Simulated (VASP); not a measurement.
Write the native input for VASP 6.6.1 that does the following.

```
Task                   : single point
Functional             : PBE
Potentials or basis    : VASP PAW PBE potentials, release 64 (Ca_sv)
Cutoff                 : 520 eV
k mesh                 : 14 × 14 × 14
Occupations            : gaussian, width 0.15 eV
Spin                   : no spin polarisation
Dipole correction      : no
Further INCAR settings : ALGO = Normal; EDIFF = 1e-07; NBANDS = 11
```

The structure of Ca lies in POSCAR:

```
Ca
1.0
    0.0000000000      3.0177360000      3.0177360000
    3.0177360000      0.0000000000      3.0177360000
    3.0177360000      3.0177360000      0.0000000000
Ca
1
Direct
    0.0000000000      0.0000000000      0.0000000000
```

This cell differs from its parent crystal: strain +0.080 along x and y, +0.080 along z.

One way to write it, as run:

INCAR

```
  ALGO = Normal
  EDIFF = 1E-7
  ENCUT = 520
  GGA = PE
  ISIF = 2
  ISMEAR = 0
  LASPH = True
  LCHARG = True
  LELF = True
  LREAL = False
  LVHAR = True
  LWAVE = False
  NBANDS = 11
  NELM = 100
  PREC = Accurate
  SIGMA = 0.15
```

KPOINTS

```
k-points
0
Gamma
  14 14 14
```

Potentials or basis: VASP PAW PBE potentials, release 64 (Ca_sv).

The run is started by

```console
$ cat potpaw_PBE.64/Ca_sv/POTCAR > POTCAR
$ mpirun -np 1 vasp_std > vasp.out
```

Results of the run:

```json
{
 "Pressure": "-2.9 GPa",
 "Band gap on the k mesh": "zero (bands 5 and 6 overlap by 0.54 eV)"
}
```

Caveat: the cell differs from its parent crystal (strain +0.080 along x and y, +0.080 along z).

Run time: 24 s on 1 thread of Intel(R) Xeon(R) Platinum 8559C (Emerald Rapids), with other jobs on the host, peak memory 0.2 GiB.
